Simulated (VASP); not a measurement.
Write the native input for VASP 6.6.1 that does the following.

```
Task                               : single point
Functional                         : PBE0
Potentials or basis                : VASP PAW PBE potentials, release 64 (Na_pv, I)
Cutoff                             : 520 eV
k mesh                             : 4 × 4 × 4
Occupations                        : fermi-dirac, width 0.05 eV
Spin                               : no spin polarisation
Dipole correction                  : no
Grid for exact exchange (PRECFOCK) : Normal
Further INCAR settings             : ALGO = Normal; EDIFF = 1e-06; NBANDS = 14
Share of exact exchange            : 0.25
```

Crystal: NaI (rock salt type).

```xyz
2
Lattice="0.0000 3.2650 3.2650 3.2650 0.0000 3.2650 3.2650 3.2650 0.0000" Properties=species:S:1:pos:R:3 pbc="T T T"
Na    0.0346    0.0346    0.0346
I     3.2650    3.2650    3.2650
```

The input as run:

POSCAR

```
NaI
1.0
    0.0000000000      3.2650000000      3.2650000000
    3.2650000000      0.0000000000      3.2650000000
    3.2650000000      3.2650000000      0.0000000000
Na I
1 1
Direct
    0.0053049029      0.0053049029      0.0053049029
    0.5000000000      0.5000000000      0.5000000000
```

INCAR.step1

```
SYSTEM = NaI
  ALGO = Normal
  EDIFF = 1E-5
  ENCUT = 520
  GGA = PE
  ISIF = 2
  ISMEAR = -1
  LASPH = .True.
  LCHARG = .False.
  LREAL = .False.
  LWAVE = .True.
  NBANDS = 14
  NELM = 80
  PREC = Accurate
  SIGMA = 0.05
```

INCAR.step2

```
SYSTEM = NaI
  AEXX = 0.25
  ALGO = Normal
  EDIFF = 1E-6
  ENCUT = 520
  GGA = PE
  ISIF = 2
  ISMEAR = -1
  ISTART = 1
  LASPH = .True.
  LCHARG = .False.
  LHFCALC = .True.
  LREAL = .False.
  LWAVE = .False.
  NBANDS = 14
  NELM = 80
  PREC = Accurate
  PRECFOCK = Normal
  SIGMA = 0.05
```

KPOINTS

```
k-points
0
Gamma
  4 4 4
  0 0 0
```

Potentials or basis: VASP PAW PBE potentials, release 64 (Na_pv, I).

Run with:

```bash
$ cat potpaw_PBE.64/Na_pv/POTCAR potpaw_PBE.64/I/POTCAR > POTCAR
$ cp INCAR.step1 INCAR
$ mpirun -np 1 vasp_std > vasp.out
$ cp INCAR.step2 INCAR
$ mpirun -np 1 vasp_std > vasp.out
```

It gave:

```json
{"Pressure": "-0.3 GPa", "Largest force": "0.044 eV/Å", "Band gap on the k mesh": "5.28 eV"}
```

Caveat: the PAW data sets were made with another functional, which shifts forces and pressure a little; spin-orbit coupling is left out, which moves the levels of the heavy elements.

It took 7.7 min on 1 thread of AMD EPYC 9R45 96-Core Processor (Zen 5), on a shared host, peak memory 0.19 GiB.
